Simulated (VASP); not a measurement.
# AlNi3 (Pm-3m) in VASP: further runs

AlNi3 is run at these levels: PBE, PBEsol; tasks: single point.

Program: VASP 6.6.1. These are calculated values, not measurements. Logs are shortened: lines on timing, memory, paths and dates and some standing lists are left out, and cuts for length are marked.

### 1 The cell of the first run

Symmetry: Pm-3m, No. 221, cubic system. The conventional cell has a = 3.523 Å, b = 3.523 Å, c = 3.523 Å, α = 90.00°, β = 90.00°, γ = 90.00°. Ni (site symmetry 4/mmm) has 8 Ni at 2.49 Å and 4 Al at 2.49 Å within 3.3 Å. Within 3.3 Å of Al (site symmetry m-3m) lie 12 Ni at 2.49 Å.

### 2 Single point, PBE, collinear spin, ferromagnetic start

Contents of INCAR:

```
SYSTEM = AlNi3
ALGO = Fast ; EDIFF = 1E-7
ENCUT = 520 ; GGA = PE
ISIF = 2 ; ISMEAR = 0
ISPIN = 2 ; LASPH = .True.
LCHARG = .False. ; LMAXMIX = 4
LORBIT = 11 ; LREAL = .False.
LWAVE = .False. ; MAGMOM = 1 1 1 0
NBANDS = 28 ; NELM = 150
PREC = Accurate ; SIGMA = 0.019000000000000003
```

Contents of KPOINTS:

```
k-points
0
Gamma
  8 8 8
  0 0 0
```

Contents of POSCAR:

```
AlNi3
1.0
    3.5230547267      0.0000000000      0.0000000000
    0.0000000000      3.5230547267      0.0000000000
    0.0000000000      0.0000000000      3.5230547267
Ni Al
3 1
Direct
    0.5000000000      0.5000000000      0.0000000000
    0.5000000000      0.0000000000      0.5000000000
    0.0000000000      0.5000000000      0.5000000000
    0.0000000000      0.0000000000      0.0000000000
```

Potentials or basis: VASP PAW PBE potentials, release 64 (Ni, Al).

Command:

```
cat potpaw_PBE.64/Ni/POTCAR potpaw_PBE.64/Al/POTCAR > POTCAR
mpirun -np 1 vasp_std > vasp.out
```

OUTCAR:

```text
SYSTEM = AlNi3
   EDIFF = 1E-7
   ENCUT = 520
   GGA = PE
   ISIF = 2
   ISMEAR = 0
   ISPIN = 2
   LASPH = .True.
   LORBIT = 11
   LREAL = .False.
   NELM = 150
   PREC = Accurate

 ion  position               nearest neighbor table
   1  0.500  0.500  0.000-   2 2.49   3 2.49   4 2.49   2 2.49   3 2.49   2 2.49   4 2.49   2 2.49
                             3 2.49   4 2.49   3 2.49   4 2.49
   2  0.500  0.000  0.500-   1 2.49   3 2.49   4 2.49   1 2.49   4 2.49   1 2.49   3 2.49   1 2.49
                             3 2.49   4 2.49   4 2.49   3 2.49
   3  0.000  0.500  0.500-   1 2.49   2 2.49   4 2.49   1 2.49   4 2.49   2 2.49   4 2.49   4 2.49
                             1 2.49   2 2.49   1 2.49   2 2.49
   4  0.000  0.000  0.000-   1 2.49   2 2.49   3 2.49   2 2.49   3 2.49   1 2.49   3 2.49   3 2.49
                             1 2.49   2 2.49   2 2.49   1 2.49

  LATTYP: Found a simple cubic cell.
 ALAT       =     3.5230547267

  Lattice vectors:

 A1 = (   3.5230547267,   0.0000000000,   0.0000000000)
 A2 = (   0.0000000000,   3.5230547267,   0.0000000000)
 A3 = (   0.0000000000,   0.0000000000,   3.5230547267)

Analysis of symmetry for initial positions (statically):
=====================================================================
 Subroutine PRICEL returns:
 Original cell was already a primitive cell.

 Routine SETGRP: Setting up the symmetry group for a
 simple cubic supercell.

 Subroutine GETGRP returns: Found 48 space group operations
 (whereof 48 operations were pure point group operations)
 out of a pool of 48 trial point group operations.

The static configuration has the point symmetry O_h .

Analysis of symmetry for dynamics (positions and initial velocities):
=====================================================================
 Subroutine PRICEL returns:
 Original cell was already a primitive cell.

 Routine SETGRP: Setting up the symmetry group for a
 simple cubic supercell.

 Subroutine GETGRP returns: Found 48 space group operations
 (whereof 48 operations were pure point group operations)
 out of a pool of 48 trial point group operations.

The dynamic configuration has the point symmetry O_h .

Analysis of structural, dynamic, and magnetic symmetry:
=====================================================================
 Subroutine PRICEL returns:
 Original cell was already a primitive cell.

 Routine SETGRP: Setting up the symmetry group for a
 simple cubic supercell.

 Subroutine GETGRP returns: Found 48 space group operations
 (whereof 48 operations were pure point group operations)
 out of a pool of 48 trial point group operations.

The overall configuration has the point symmetry O_h .

 Subroutine INISYM returns: Found 48 space group operations
 (whereof 48 operations are pure point group operations),
 and found     1 'primitive' translations

----------------------------------------------------------------------------------------

                                     Primitive cell

  volume of cell :      43.7279

  direct lattice vectors                    reciprocal lattice vectors
     3.523054727  0.000000000  0.000000000     0.283844583  0.000000000  0.000000000
     0.000000000  3.523054727  0.000000000     0.000000000  0.283844583  0.000000000
     0.000000000  0.000000000  3.523054727     0.000000000  0.000000000  0.283844583

  length of vectors
     3.523054727  3.523054727  3.523054727     0.283844583  0.283844583  0.283844583

  position of ions in fractional coordinates (direct lattice)
     0.500000000  0.500000000  0.000000000
     0.500000000  0.000000000  0.500000000
     0.000000000  0.500000000  0.500000000
     0.000000000  0.000000000  0.000000000

  ion indices of the primitive-cell ions
   primitive index   ion index
                 1           1
                 2           2
                 3           3
                 4           4

----------------------------------------------------------------------------------------

 KPOINTS: k-points

Automatic generation of k-mesh.
 Grid dimensions read from file:
 generate k-points for:    8    8    8

 Generating k-lattice:

  Cartesian coordinates                     Fractional coordinates (reciprocal lattice)
     0.035480573  0.000000000  0.000000000     0.125000000  0.000000000  0.000000000
     0.000000000  0.035480573  0.000000000     0.000000000  0.125000000  0.000000000
     0.000000000  0.000000000  0.035480573     0.000000000  0.000000000  0.125000000

  Length of vectors
     0.035480573  0.035480573  0.035480573

  Shift w.r.t. Gamma in fractional coordinates (k-lattice)
     0.000000000  0.000000000  0.000000000

 Subroutine IBZKPT returns following result:
 ===========================================

 Found     35 irreducible k-points:

 Following reciprocal coordinates:
            Coordinates               Weight
  0.000000  0.000000  0.000000      1.000000
  0.125000  0.000000  0.000000      6.000000
  0.250000  0.000000  0.000000      6.000000
  0.375000  0.000000  0.000000      6.000000
  0.500000  0.000000  0.000000      3.000000
  0.125000  0.125000  0.000000     12.000000
[... 16 lines left out ...]
  0.375000  0.375000  0.125000     24.000000
  0.500000  0.375000  0.125000     24.000000
 [... further k-points ...]
   k-points           NKPTS =     35   k-points in BZ     NKDIM =     35   number of bands    NBANDS=     28
   number of dos      NEDOS =    301   number of ions     NIONS =      4
   total plane-waves  NPLWV =  21952
   dimension x,y,z NGX =    28 NGY =   28 NGZ =   28
   dimension x,y,z NGXF=    56 NGYF=   56 NGZF=   56
   ions per type =               3   1
   NGX,Y,Z   is equivalent  to a cutoff of  13.21, 13.21, 13.21 a.u.
   NGXF,Y,Z  is equivalent  to a cutoff of  26.43, 26.43, 26.43 a.u.
 SYSTEM =  AlNi3
   PREC   = accura    normal or accurate (medium, high low for compatibility)
   ISTART =      0    job   : 0-new  1-cont  2-samecut
   ICHARG =      2    charge: 1-file 2-atom 10-const
   ISPIN  =      2    spin polarized calculation?
   LNONCOLLINEAR =      F non collinear calculations
   LSORBIT =      F    spin-orbit coupling
   LASPH  =      T    aspherical Exc in radial PAW
   ENCUT  =  520.0 eV  38.22 Ry    6.18 a.u.   6.55  6.55  6.55*2*pi/ulx,y,z
   NELM   =    150;   NELMIN=  2; NELMDL= -5     # of ELM steps
   EDIFF  = 0.1E-06   stopping-criterion for ELM
   LREAL  =      F    real-space projection
   EDIFFG = 0.1E-05   stopping-criterion for IOM
   NSW    =      0    number of steps for IOM
   IBRION =     -1    ionic relax: 0-MD 1-quasi-New 2-CG
   NFREE  =      0    steps in history (QN), initial steepest desc. (CG)
   ISIF   =      2    stress and relaxation
   ISYM   =      2    0-nonsym 1-usesym 2-fastsym
   POTIM  = 0.5000    time-step for ionic-motion
   TEBEG  =    0.0;   TEEND  =   0.0 temperature during run
   PSTRESS=    0.0 pullay stress
   NELECT =      33.0000    total number of electrons
   NUPDOWN=      -1.0000    fix difference up-down
   EMIN   =  10.00;   EMAX   =-10.00  energy-range for DOS
   EFERMI =   0.00;   METHOD = LEGACY
   ISMEAR =     0;   SIGMA  =   0.02  broadening in eV -4-tet -1-fermi 0-gaus
   EFERMI_NEDOS =   21; number of points for ismear=-14 and -15
   IALGO  =     68    algorithm
   IMIX   =      4    mixing-type and parameters
     AMIX     =   0.40;   BMIX     =  1.00
     AMIX_MAG =   1.60;   BMIX_MAG =  1.00
  volume/ion in A,a.u.               =      10.93        73.77
  Fermi-wavevector in a.u.,A,eV,Ry     =   1.490482  2.816603 30.225843  2.221537
  Thomas-Fermi vector in A             =   2.603258
   LORBIT       =     11    0 simple, 1 ext, 2 COOP (PROOUT), +10 PAW based schemes
   GGA     = PE    functional components
   LHFCALC =     F    Hartree Fock is set to
   AEXX    =    0.0000 exact exchange contribution
   IVDW    =     0    specifies the selected vdW correction
   LEPSILON=     F    determine dielectric tensor
   LRPA    =     F    only Hartree local field effects (RPA)
 spin polarized calculation
 RMM-DIIS sequential band-by-band and
 Gauss-broadening in eV      SIGMA  =   0.02
  energy-cutoff  :      520.00
  volume of cell :       43.73
 maximum number of plane-waves:      1208
 NGX is ok and might be reduce to    28
   NGX = 13   NGY = 13   NGZ = 13

 number of electron      32.9999980 magnetization       0.7584226

 Free energy of the ion-electron system (eV)
  ---------------------------------------------------
  ext. energy  EPLUGINS =         0.00000000
  ---------------------------------------------------
  free energy    TOTEN  =       -21.85691962 eV

  energy without entropy =      -21.85632786  energy(sigma->0) =      -21.85662374

 E-fermi :   9.9265     XC(G=0): -12.8543

 val. band max:        9.9217753942   @ k =   0.2500   0.2500   0.0000
 cond. band min:       9.9475787256   @ k =   0.3750   0.3750   0.3750
 fundamental gap:      0.0258033314
 Fermi energy:         9.9264543776

 spin component 1

 k-point     1 :       0.0000    0.0000    0.0000
  band No.  band energies     occupation
      1      -0.2328      1.00000
      2       5.4468      1.00000
      3       6.1300      1.00000
      4       6.1300      1.00000
      5       6.4865      1.00000
      6       6.4865      1.00000
[... 20 lines left out ...]
     27      24.1635      0.00000
     28      24.1635      0.00000

 k-point     2 :       0.1250    0.0000    0.0000
  band No.  band energies     occupation
      1      -0.0379      1.00000
      2       5.5012      1.00000
      3       6.0186      1.00000
      4       6.2528      1.00000
      5       6.5201      1.00000
      6       6.5201      1.00000
[... 20 lines left out ...]
     27      23.5424      0.00000
     28      23.5424      0.00000

 k-point     3 :       0.2500    0.0000    0.0000
  band No.  band energies     occupation
      1       0.5364      1.00000
      2       5.2313      1.00000
      3       5.9356      1.00000
      4       6.5883      1.00000
      5       6.6117      1.00000
      6       6.6117      1.00000
[... 616 lines left out ...]
      3       5.2502      1.00000
      4       6.6429      1.00000
      5       6.7960      1.00000
      6       7.0423      1.00000
[... 20 lines left out ...]
     27      24.1519      0.00000
     28      26.1097      0.00000

 k-point    24 :       0.5000    0.3750    0.1250
  band No.  band energies     occupation
      1       3.7150      1.00000
      2       4.5827      1.00000
      3       5.4718      1.00000
      4       6.5809      1.00000
      5       6.8299      1.00000
      6       7.1601      1.00000
[... 20 lines left out ...]
     27      25.0022      0.00000
     28      25.2618      0.00000

 [... further k-points ...]

 spin component 2

 k-point     1 :       0.0000    0.0000    0.0000
  band No.  band energies     occupation
      1      -0.2652      1.00000
      2       5.5275      1.00000
      3       6.2935      1.00000
      4       6.2935      1.00000
      5       6.7921      1.00000
      6       6.7921      1.00000
[... 20 lines left out ...]
     27      24.1618      0.00000
     28      24.1618      0.00000

 k-point     2 :       0.1250    0.0000    0.0000
  band No.  band energies     occupation
      1      -0.0703      1.00000
      2       5.5791      1.00000
      3       6.1627      1.00000
      4       6.4196      1.00000
      5       6.8168      1.00000
      6       6.8168      1.00000
[... 20 lines left out ...]
     27      23.5371      0.00000
     28      23.5371      0.00000

 k-point     3 :       0.2500    0.0000    0.0000
  band No.  band energies     occupation
      1       0.5039      1.00000
      2       5.2789      1.00000
      3       6.0449      1.00000
      4       6.7646      1.00000
      5       6.8794      1.00000
      6       6.8794      1.00000
[... 616 lines left out ...]
      3       5.3017      1.00000
      4       6.7694      1.00000
      5       6.9394      1.00000
      6       7.2841      1.00000
[... 20 lines left out ...]
     27      24.1282      0.00000
     28      26.1252      0.00000

 k-point    24 :       0.5000    0.3750    0.1250
  band No.  band energies     occupation
      1       3.6988      1.00000
      2       4.6050      1.00000
      3       5.5497      1.00000
      4       6.7157      1.00000
      5       6.9440      1.00000
      6       7.4062      1.00000
[... 20 lines left out ...]
     27      24.9754      0.00000
     28      25.2875      0.00000

 [... further k-points ...]
[... 5 lines left out ...]
  --------------------------------------------------------------------------------------
  -------------------------------------------------------------------------------------
  Total        1.9986106      1.9986106      1.9986106      0.0000000     -0.0000000      0.0000000
  in kB       73.2285764     73.2285764     73.2285764      0.0000000     -0.0000000      0.0000000
  external PRESSURE =      73.2285764 kB  Pullay stress =       0.0000000 kB

 VOLUME and BASIS-vectors are now :
 -----------------------------------------------------------------------------
  energy-cutoff  :      520.00
  volume of cell :       43.73
      direct lattice vectors                 reciprocal lattice vectors
     3.523054727  0.000000000  0.000000000     0.283844583  0.000000000  0.000000000
     0.000000000  3.523054727  0.000000000     0.000000000  0.283844583  0.000000000
     0.000000000  0.000000000  3.523054727     0.000000000  0.000000000  0.283844583

 POSITION                                       TOTAL-FORCE (eV/Angst)
 -----------------------------------------------------------------------------------
      1.76153      1.76153      0.00000         0.000000      0.000000      0.000000
      1.76153      0.00000      1.76153         0.000000      0.000000      0.000000
      0.00000      1.76153      1.76153         0.000000      0.000000      0.000000
      0.00000      0.00000      0.00000         0.000000      0.000000      0.000000
 -----------------------------------------------------------------------------------
    total drift:                                0.000000      0.000000      0.000000

  FREE ENERGIE OF THE ION-ELECTRON SYSTEM (eV)
  ---------------------------------------------------
  free  energy   TOTEN  =       -21.8569196204 eV

  energy  without entropy=      -21.8563278597  energy(sigma->0) =      -21.85662374

 total charge

# of ion       s       p       d       tot
------------------------------------------
    1        0.507   0.546   8.394   9.447
    2        0.507   0.546   8.394   9.447
    3        0.507   0.546   8.394   9.447
    4        0.413   0.405   0.000   0.818
--------------------------------------------------
tot          1.935   2.044  25.182  29.161

 magnetization (x)

# of ion       s       p       d       tot
------------------------------------------
    1       -0.003  -0.011   0.284   0.270
    2       -0.003  -0.011   0.284   0.270
    3       -0.003  -0.011   0.284   0.270
    4       -0.001  -0.008   0.000  -0.009
--------------------------------------------------
tot         -0.011  -0.042   0.853   0.801
```

Wall time 62 s (1 thread of AMD EPYC 9R45 (Zen 5), shared host); peak memory 0.18 GiB.

What came out:

| Property | Result |
| --- | --- |
| Free energy | -21.8569 eV |
| Pressure | 7.3 GPa |
| Net moment | 0.76 μB per cell |
| Site moments | Ni +0.27; Al -0.01 μB |
| Valence electrons inside the program's atomic spheres | Ni 9.45; Al 0.82 |

(Part 1 of 2 ends here.)
